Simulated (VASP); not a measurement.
# Ni (Im-3m) in VASP: a series of runs

The runs below take Ni through single point, relaxation of cell and atoms, with RPBE.

Everything below comes from runs of VASP 6.6.1. Logs are shortened: lines on timing, memory, paths and dates and some standing lists are left out, and cuts for length are marked.

### 1 The cell of the first run

Symmetry: Im-3m, No. 229, cubic system. The conventional cell has a = 2.823 Å, b = 2.823 Å, c = 2.823 Å, α = 90.00°, β = 90.00°, γ = 90.00°. Within 3.2 Å of Ni (site symmetry m-3m) lie 14 Ni at 2.44 to 2.82 Å.

### 2 Single point, RPBE

INCAR reads:

```
  PREC = Accurate
  ENCUT = 520
  EDIFF = 1E-6
  ISMEAR = -1
  SIGMA = 0.1
  LREAL = F
  LASPH = T
  NELM = 80
  ALGO = Normal
  ISIF = 2
  LWAVE = F
  LCHARG = F
  GGA = RP
  NBANDS = 11
```

KPOINTS reads:

```
Automatic mesh
0
Gamma
  16 16 16
```

POSCAR reads:

```
Ni
1.0
   -1.4113966800      1.4113966800      1.4113966800
    1.4113966800     -1.4113966800      1.4113966800
    1.4113966800      1.4113966800     -1.4113966800
Ni
1
Direct
    0.0000000000      0.0000000000      0.0000000000
```

Potentials or basis: VASP PAW PBE potentials, release 64 (Ni).

Launch:

```
cat potpaw_PBE.64/Ni/POTCAR > POTCAR
mpirun -np 1 vasp_std > vasp.out
```

OUTCAR:

```text
PREC = Accurate
   ENCUT = 520
   EDIFF = 1E-6
   ISMEAR = -1
   LREAL = F
   LASPH = T
   NELM = 80
   ISIF = 2
   GGA = RP

 ion  position               nearest neighbor table
   1  0.000  0.000  0.000-

  LATTYP: Found a body centered cubic cell.
 ALAT       =     2.8227933600

  Lattice vectors:

 A1 = (  -1.4113966800,   1.4113966800,   1.4113966800)
 A2 = (   1.4113966800,  -1.4113966800,   1.4113966800)
 A3 = (   1.4113966800,   1.4113966800,  -1.4113966800)

Analysis of symmetry for initial positions (statically):
=====================================================================
 Subroutine PRICEL returns:
 Original cell was already a primitive cell.

 Routine SETGRP: Setting up the symmetry group for a
 body centered cubic supercell.

 Subroutine GETGRP returns: Found 48 space group operations
 (whereof 48 operations were pure point group operations)
 out of a pool of 48 trial point group operations.

The static configuration has the point symmetry O_h .

Analysis of symmetry for dynamics (positions and initial velocities):
=====================================================================
 Subroutine PRICEL returns:
 Original cell was already a primitive cell.

 Routine SETGRP: Setting up the symmetry group for a
 body centered cubic supercell.

 Subroutine GETGRP returns: Found 48 space group operations
 (whereof 48 operations were pure point group operations)
 out of a pool of 48 trial point group operations.

The dynamic configuration has the point symmetry O_h .

 Subroutine INISYM returns: Found 48 space group operations
 (whereof 48 operations are pure point group operations),
 and found     1 'primitive' translations

----------------------------------------------------------------------------------------

                                     Primitive cell

  volume of cell :      11.2462

  direct lattice vectors                    reciprocal lattice vectors
    -1.411396680  1.411396680  1.411396680     0.000000000  0.354259017  0.354259017
     1.411396680 -1.411396680  1.411396680     0.354259017  0.000000000  0.354259017
     1.411396680  1.411396680 -1.411396680     0.354259017  0.354259017  0.000000000

  length of vectors
     2.444610759  2.444610759  2.444610759     0.500997906  0.500997906  0.500997906

  position of ions in fractional coordinates (direct lattice)
     0.000000000  0.000000000  0.000000000

  ion indices of the primitive-cell ions
   primitive index   ion index
                 1           1

----------------------------------------------------------------------------------------

 KPOINTS: Automatic mesh

Automatic generation of k-mesh.
 Grid dimensions read from file:
 generate k-points for:   16   16   16

 Generating k-lattice:

  Cartesian coordinates                     Fractional coordinates (reciprocal lattice)
     0.000000000  0.022141189  0.022141189     0.062500000  0.000000000  0.000000000
     0.022141189  0.000000000  0.022141189     0.000000000  0.062500000  0.000000000
     0.022141189  0.022141189  0.000000000     0.000000000  0.000000000  0.062500000

  Length of vectors
     0.031312369  0.031312369  0.031312369

  Shift w.r.t. Gamma in fractional coordinates (k-lattice)
     0.000000000  0.000000000  0.000000000

 Subroutine IBZKPT returns following result:
 ===========================================

 Found    145 irreducible k-points:

 Following reciprocal coordinates:
            Coordinates               Weight
  0.000000  0.000000  0.000000      1.000000
  0.062500  0.000000  0.000000     12.000000
  0.125000  0.000000  0.000000     12.000000
  0.187500  0.000000  0.000000     12.000000
  0.250000  0.000000  0.000000     12.000000
  0.312500  0.000000  0.000000     12.000000
[... 16 lines left out ...]
  0.187500  0.187500  0.000000     24.000000
  0.250000  0.187500  0.000000     48.000000
 [... further k-points ...]
   k-points           NKPTS =    145   k-points in BZ     NKDIM =    145   number of bands    NBANDS=     11
   number of dos      NEDOS =    301   number of ions     NIONS =      1
   total plane-waves  NPLWV =   5832
   dimension x,y,z NGX =    18 NGY =   18 NGZ =   18
   dimension x,y,z NGXF=    36 NGYF=   36 NGZF=   36
   ions per type =               1
   NGX,Y,Z   is equivalent  to a cutoff of  12.24, 12.24, 12.24 a.u.
   NGXF,Y,Z  is equivalent  to a cutoff of  24.48, 24.48, 24.48 a.u.
 SYSTEM =  unknown system
   PREC   = accura    normal or accurate (medium, high low for compatibility)
   ISTART =      0    job   : 0-new  1-cont  2-samecut
   ICHARG =      2    charge: 1-file 2-atom 10-const
   ISPIN  =      1    spin polarized calculation?
   LNONCOLLINEAR =      F non collinear calculations
   LSORBIT =      F    spin-orbit coupling
   LASPH  =      T    aspherical Exc in radial PAW
   ENCUT  =  520.0 eV  38.22 Ry    6.18 a.u.   4.55  4.55  4.55*2*pi/ulx,y,z
   NELM   =     80;   NELMIN=  2; NELMDL= -5     # of ELM steps
   EDIFF  = 0.1E-05   stopping-criterion for ELM
   LREAL  =      F    real-space projection
   EDIFFG = 0.1E-04   stopping-criterion for IOM
   NSW    =      0    number of steps for IOM
   IBRION =     -1    ionic relax: 0-MD 1-quasi-New 2-CG
   NFREE  =      0    steps in history (QN), initial steepest desc. (CG)
   ISIF   =      2    stress and relaxation
   ISYM   =      2    0-nonsym 1-usesym 2-fastsym
   POTIM  = 0.5000    time-step for ionic-motion
   TEBEG  =    0.0;   TEEND  =   0.0 temperature during run
   PSTRESS=    0.0 pullay stress
   NELECT =      10.0000    total number of electrons
   NUPDOWN=      -1.0000    fix difference up-down
   EMIN   =  10.00;   EMAX   =-10.00  energy-range for DOS
   EFERMI =   0.00;   METHOD = LEGACY
   ISMEAR =    -1;   SIGMA  =   0.10  broadening in eV -4-tet -1-fermi 0-gaus
   EFERMI_NEDOS =   21; number of points for ismear=-14 and -15
   IALGO  =     38    algorithm
   IMIX   =      4    mixing-type and parameters
     AMIX     =   0.40;   BMIX     =  1.00
     AMIX_MAG =   1.60;   BMIX_MAG =  1.00
  volume/ion in A,a.u.               =      11.25        75.89
  Fermi-wavevector in a.u.,A,eV,Ry     =   1.574245  2.974892 33.718615  2.478248
  Thomas-Fermi vector in A             =   2.675408
   LORBIT       =      0    0 simple, 1 ext, 2 COOP (PROOUT), +10 PAW based schemes
   GGA     = RP    functional components
   LHFCALC =     F    Hartree Fock is set to
   AEXX    =    0.0000 exact exchange contribution
   IVDW    =     0    specifies the selected vdW correction
   LEPSILON=     F    determine dielectric tensor
   LRPA    =     F    only Hartree local field effects (RPA)
 non-spin polarized calculation
  energy-cutoff  :      520.00
  volume of cell :       11.25
 maximum number of plane-waves:       321
   NGX =  9   NGY =  9   NGZ =  9

 number of electron      10.0000000 magnetization

 number of electron       9.9999985 magnetization

 Free energy of the ion-electron system (eV)
  ---------------------------------------------------
  ext. energy  EPLUGINS =         0.00000000
  ---------------------------------------------------
  free energy    TOTEN  =        -4.87455381 eV

  energy without entropy =       -4.80094027  energy(sigma->0) =       -4.83774704

 E-fermi :   8.8729     XC(G=0): -12.9321

 val. band max:        8.8704991375   @ k =  -0.3750   0.4375   0.1875
 cond. band min:       8.8798427139   @ k =  -0.4375  -0.4375   0.2500
 fundamental gap:      0.0093435765
 Fermi energy:         8.8729326806

 k-point     1 :       0.0000    0.0000    0.0000
  band No.  band energies     occupation
      1       0.2773      2.00000
      2       7.0673      2.00000
      3       7.0673      2.00000
      4       7.0673      2.00000
      5       8.3200      1.99209
      6       8.3200      1.99209
      7      34.9503      0.00000
      8      34.9503      0.00000
      9      34.9503      0.00000
     10      39.6530      0.00000
     11      39.6530      0.00000

 k-point     2 :       0.0625    0.0000    0.0000
  band No.  band energies     occupation
      1       0.4352      2.00000
      2       7.0313      2.00000
      3       7.0642      2.00000
      4       7.1380      2.00000
      5       8.2840      1.99448
      6       8.3228      1.99187
      7      33.6181      0.00000
      8      34.6322      0.00000
      9      34.7235      0.00000
     10      38.5032      0.00000
     11      38.6052      0.00000

 k-point     3 :       0.1250    0.0000    0.0000
  band No.  band energies     occupation
      1       0.9006      2.00000
      2       6.9297      2.00000
      3       7.0442      2.00000
      4       7.3433      2.00000
      5       8.2014      1.99758
      6       8.3320      1.99109
      7      30.7767      0.00000
      8      33.5389      0.00000
      9      34.2091      0.00000
     10      36.3167      0.00000
     11      37.3666      0.00000

 k-point     4 :       0.1875    0.0000    0.0000
  band No.  band energies     occupation
      1       1.6445      2.00000
      2       6.7800      2.00000
      3       6.9903      2.00000
      4       7.6625      1.99999
      5       8.1333      1.99877
      6       8.3491      1.98944
      7      27.5515      0.00000
      8      32.0415      0.00000
      9      33.6458      0.00000
     10      34.2405      0.00000
     11      36.5527      0.00000

 k-point     5 :       0.2500    0.0000    0.0000
  band No.  band energies     occupation
      1       2.5975      2.00000
      2       6.6069      2.00000
      3       6.9376      2.00000
      4       8.0595      1.99941
      5       8.1263      1.99886
      6       8.3745      1.98641
      7      24.3322      0.00000
      8      30.5940      0.00000
      9      32.3917      0.00000
     10      33.1522      0.00000
     11      36.0635      0.00000

 k-point     6 :       0.3125    0.0000    0.0000
  band No.  band energies     occupation
      1       3.5954      2.00000
      2       6.4374      2.00000
      3       7.0498      2.00000
      4       8.1746      1.99815
      5       8.4057      1.98148
      6       8.4824      1.96054
      7      21.2791      0.00000
      8      29.3750      0.00000
      9      30.8319      0.00000
     10      32.7668      0.00000
     11      35.8088      0.00000

 k-point     7 :       0.3750    0.0000    0.0000
  band No.  band energies     occupation
      1       4.3280      2.00000
      2       6.2965      2.00000
      3       7.6037      1.99999
      4       8.2524      1.99597
      5       8.4369      1.97477
      6       8.8648      1.04073
      7      18.5251      0.00000
      8      28.4614      0.00000
      9      29.6336      0.00000
     10      32.4958      0.00000
     11      35.7097      0.00000

 k-point     8 :       0.4375    0.0000    0.0000
  band No.  band energies     occupation
      1       4.6368      2.00000
      2       6.2036      2.00000
      3       8.2310      1.99675
      4       8.4603      1.96823
      5       8.6713      1.76493
      6       9.1346      0.13617
      7      16.3238      0.00000
      8      27.8966      0.00000
      9      28.8729      0.00000
     10      32.3361      0.00000
     11      35.6906      0.00000
[... 141 lines left out ...]
 k-point    19 :       0.2500    0.1250   -0.0000
  band No.  band energies     occupation
      1       3.9643      2.00000
      2       6.4469      2.00000
      3       6.7388      2.00000
      4       8.0960      1.99916
      5       8.4731      1.96397
      6       8.9358      0.69559
      7      21.5996      0.00000
      8      25.7004      0.00000
      9      29.7594      0.00000
     10      34.6010      0.00000
     11      38.9537      0.00000

 k-point    20 :       0.3125    0.1250    0.0000
  band No.  band energies     occupation
      1       4.6616      2.00000
      2       6.3158      2.00000
      3       7.0167      2.00000
      4       8.1815      1.99801
      5       8.5375      1.93248
      6       9.6065      0.00130
      7      18.8190      0.00000
      8      24.8940      0.00000
      9      28.8194      0.00000
     10      34.3605      0.00000
     11      39.1781      0.00000

 k-point    21 :       0.3750    0.1250    0.0000
  band No.  band energies     occupation
      1       4.9333      2.00000
      2       6.2352      2.00000
      3       7.4372      2.00000
      4       8.2407      1.99642
      5       8.6448      1.81466
      6      10.4672      0.00000
      7      16.5297      0.00000
      8      24.3860      0.00000
      9      28.2290      0.00000
     10      34.2105      0.00000
     11      39.1919      0.00000

 k-point    22 :       0.4375    0.1250    0.0000
  band No.  band energies     occupation
      1       4.9856      2.00000
      2       6.2079      2.00000
      3       7.6115      1.99999
      4       8.2520      1.99599
      5       8.7147      1.65902
      6      11.0433      0.00000
      7      15.4612      0.00000
      8      24.2114      0.00000
      9      28.0275      0.00000
     10      34.1601      0.00000
     11      39.1896      0.00000

 k-point    23 :       0.1875    0.1875    0.0000
  band No.  band energies     occupation
      1       3.9145      2.00000
      2       6.4902      2.00000
      3       6.5999      2.00000
      4       8.0535      1.99945
      5       8.4754      1.96313
      6       8.9774      0.52049
      7      23.2171      0.00000
      8      23.8994      0.00000
      9      29.8225      0.00000
     10      35.2166      0.00000
     11      38.3809      0.00000

 k-point    24 :       0.2500    0.1875    0.0000
  band No.  band energies     occupation
      1       4.7362      2.00000
      2       6.3383      2.00000
      3       6.6379      2.00000
      4       8.1168      1.99896
      5       8.5236      1.94100
      6       9.7429      0.00033
      7      20.5538      0.00000
      8      22.6885      0.00000
      9      28.8944      0.00000
     10      35.3050      0.00000
     11      38.9141      0.00000

 [... further k-points ...]
[... 5 lines left out ...]
  --------------------------------------------------------------------------------------
  -------------------------------------------------------------------------------------
  Total        0.0131398      0.0131398      0.0131398      0.0000000      0.0000000     -0.0000000
  in kB        1.8719368      1.8719368      1.8719368      0.0000000      0.0000000     -0.0000000
  external PRESSURE =       1.8719368 kB  Pullay stress =       0.0000000 kB

 VOLUME and BASIS-vectors are now :
 -----------------------------------------------------------------------------
  energy-cutoff  :      520.00
  volume of cell :       11.25
      direct lattice vectors                 reciprocal lattice vectors
    -1.411396680  1.411396680  1.411396680     0.000000000  0.354259017  0.354259017
     1.411396680 -1.411396680  1.411396680     0.354259017  0.000000000  0.354259017
     1.411396680  1.411396680 -1.411396680     0.354259017  0.354259017  0.000000000

 POSITION                                       TOTAL-FORCE (eV/Angst)
 -----------------------------------------------------------------------------------
      0.00000      0.00000      0.00000        -0.000000     -0.000000      0.000000
 -----------------------------------------------------------------------------------
    total drift:                                0.000000      0.000000      0.000000

  FREE ENERGIE OF THE ION-ELECTRON SYSTEM (eV)
  ---------------------------------------------------
  free  energy   TOTEN  =        -4.8745538112 eV

  energy  without entropy=       -4.8009402739  energy(sigma->0) =       -4.83774704
```

Run time: 16 s. Hardware: 1 thread of Intel Xeon Platinum 8175M at 2.50GHz (Skylake/Cascade Lake), shared host; peak memory 0.13 GiB.

What came out:

* Free energy: -4.8746 eV
* Pressure: 0.2 GPa
* Band gap on the k mesh: zero (band 5 reaches 9.23 eV, above the bottom of band 6 at 8.26 eV)

Caveat: the PAW data sets were made with another functional, which shifts forces and pressure a little; the run has no spin polarisation, though such a crystal can be magnetic.

(Part 1 of 2 ends here.)
